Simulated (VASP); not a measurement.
Set up this calculation in VASP 6.6.1, as the native input.

```yaml
Task: core levels
Functional: PBE
Potentials_or_basis: VASP PAW PBE potentials, release 64 (Nb_sv, As)
Cutoff: 520 eV
k_mesh: 5 × 5 × 12
Occupations: methfessel-paxton, width 0.1 eV
Spin: no spin polarisation
Further_INCAR_settings: ALGO = Fast; EDIFF = 1e-06
```

The structure of NbAs lies in POSCAR:

```
NbAs
1.0
   -3.4517000000      3.4517000000     11.6800000000
    3.4517000000     -3.4517000000     11.6800000000
    1.7258500000      1.7258500000     -5.8400000000
Nb As
8 8
Direct
    0.0000000000      0.0000000000      0.0000000000
    1.0000000000      0.5000000000      1.0000000000
    0.5000000000      0.0000000000      0.0000000000
    0.5000000000      0.5000000000      0.0000000000
    0.3750000000      0.1250000000      0.5000000000
    0.3750000000      0.6250000000      0.5000000000
    0.8750000000      0.1250000000      0.5000000000
    0.8750000000      0.6250000000      0.5000000000
    0.2080000000      0.2080000000      0.0000000000
    0.2080000000      0.7080000000      0.0000000000
    0.7080000000      0.2080000000      0.0000000000
    0.7080000000      0.7080000000      0.0000000000
    0.0830000000      0.3330000000      0.5000000000
    0.0830000000      0.8330000000      0.5000000000
    0.5830000000      0.3330000000      0.5000000000
    0.5830000000      0.8330000000      0.5000000000
```

One way to write it, as run:

INCAR

```
  PREC = Accurate
  ENCUT = 520
  EDIFF = 1E-6
  ISMEAR = 1
  SIGMA = 0.1
  LREAL = F
  LASPH = T
  NELM = 60
  ALGO = Fast
  ISIF = 2
  LWAVE = F
  LCHARG = F
  GGA = PE
  ICORELEVEL = 1
  KPAR = 4
```

KPOINTS

```
regular mesh
0
Gamma
  5 5 12
```

Potentials or basis: VASP PAW PBE potentials, release 64 (Nb_sv, As).

The run is started by

```bash
$ cat potpaw_PBE.64/Nb_sv/POTCAR potpaw_PBE.64/As/POTCAR > POTCAR
$ mpirun -np 4 vasp_std > vasp.out
```

It gave:

The pressure is 3.3 GPa, the largest force is 0.297 eV/Å and the band gap on the k mesh is 0.11 eV.

Caveat: the cell stands under pressure; an odd mesh through Γ misses points on the zone boundary, where band edges can lie.

It took 51 min on 4 MPI ranks on Intel(R) Xeon(R) 6975P-C (Granite Rapids), with other jobs on the host, peak memory 1.9 GiB a rank.
